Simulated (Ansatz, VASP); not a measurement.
**One calculation of FeS2, two programs**

INCAR

```
PREC = Accurate
ENCUT = 600
EDIFF = 1E-6
ISMEAR = 0
SIGMA = 0.05
LREAL = False
LASPH = True
NELM = 200
ALGO = Normal
ISIF = 2
LWAVE = False
LCHARG = False
ISPIN = 2
MAGMOM = 4 -4 0 0 0 0
LORBIT = 11
LMAXMIX = 4
LDAU = True
LDAUTYPE = 2
LDAUL = 2 -1
LDAUU = 4 0
LDAUJ = 0 0
LDAUPRINT = 1
GGA = PE
NBANDS = 33
GGA_COMPAT = False
```

File KPOINTS:

```
regular mesh
0
Gamma
  3 3 4
```

Contents of POSCAR:

```
FeS2
1.0
    4.4749347685      0.0000000000      0.0000000000
    0.0000000000      5.5016225675      0.0000000000
    0.0000000000      0.0000000000      3.4592135725
Fe S
2 4
Direct
    0.0000000000      0.0000000000      0.0000000000
    0.5000000000      0.5000000000      0.5000000000
    0.1920857602      0.3838914432      0.0000000000
    0.3079142398      0.8838914432      0.5000000000
    0.8079142398      0.6161085568      0.0000000000
    0.6920857602      0.1161085568      0.5000000000
```

Input for Ansatz:

```yaml
crystal:
  lattice:
    - [4.4749347685, 0.0, 0.0]
    - [0.0, 5.5016225675, 0.0]
    - [0.0, 0.0, 3.4592135725]
  atoms:
    - { symbol: Fe, position: [0.0, 0.0, 0.0], spin: 4.0 }
    - { symbol: Fe, position: [0.5, 0.5, 0.5], spin: -4.0 }
    - { symbol: S, position: [0.1920857602, 0.3838914432, 0.0] }
    - { symbol: S, position: [0.3079142398, 0.8838914432, 0.5] }
    - { symbol: S, position: [0.8079142398, 0.6161085568, 0.0] }
    - { symbol: S, position: [0.6920857602, 0.1161085568, 0.5] }
basis:
  ecutwfc: 420
  ecutrho_ratio: 4
kpoints:
  mp_grid: { grid: [3, 3, 4] }
hamiltonian:
  xc: pbe
  hubbard: { sites: [{ species: Fe, l: d, u_eff: 4.0 }] }
scf:
  occupations: { method: gaussian, width: 0.05 }
output:
  forces: true
  stress: true
  eigenvalues: true
  populations: true
  hubbard: { sites: [{ species: Fe, l: d }] }
magnetization:
  spin_polarized: true
```

Alike in both runs: task single point; functional PBE; k mesh 3 × 3 × 4; occupations gaussian, width 0.05 eV; collinear spin; Hubbard terms Fe d U = 4.0 eV.

|  | VASP | Ansatz |
| --- | --- | --- |
| version | VASP 6.6.1 | Ansatz 0.2.0 |
| potentials or method | VASP PAW PBE potentials, release 64 (Fe, S), cutoff 600 eV | scalar-relativistic, plane waves, PAW |
| valence electrons in the cell | 40 | 56 |

|  | VASP | Ansatz | Ansatz less VASP |
| --- | --- | --- | --- |
| gap on the k mesh at the Fermi level (eV) | none | none | - |
| pressure (GPa) | 22.2 | 23.5 | +1.26 |
| traceless stress, the component that is largest in VASP (GPa) | 1.62 | 1.44 | -0.186 |
| rms of the force components (eV/Å) | 0.614 | 0.611 | -0.0022 |
| net moment per atom (μB) | 0.00 | 0.00 | 0.000 |
| size of the moment on the site where the two differ most (μB) | 3.19 | 2.97 | -0.218 |

Site moments also hang on the region over which each program counts them. The programs project onto different local orbitals, so the same U acts differently, and such runs can settle in different states. Atom by atom the forces differ by 0.008 eV/Å (rms over components). A gap of «none» marks a metal or a gap that the smearing closes. VASP's potentials hold 40 valence electrons a cell and Ansatz's 56, so a difference there can come from the potentials and not from the codes. Ansatz's warnings: filled band counts differ across k points, look outside group.

The k mesh is coarse, so the values compare programs but aren't converged.
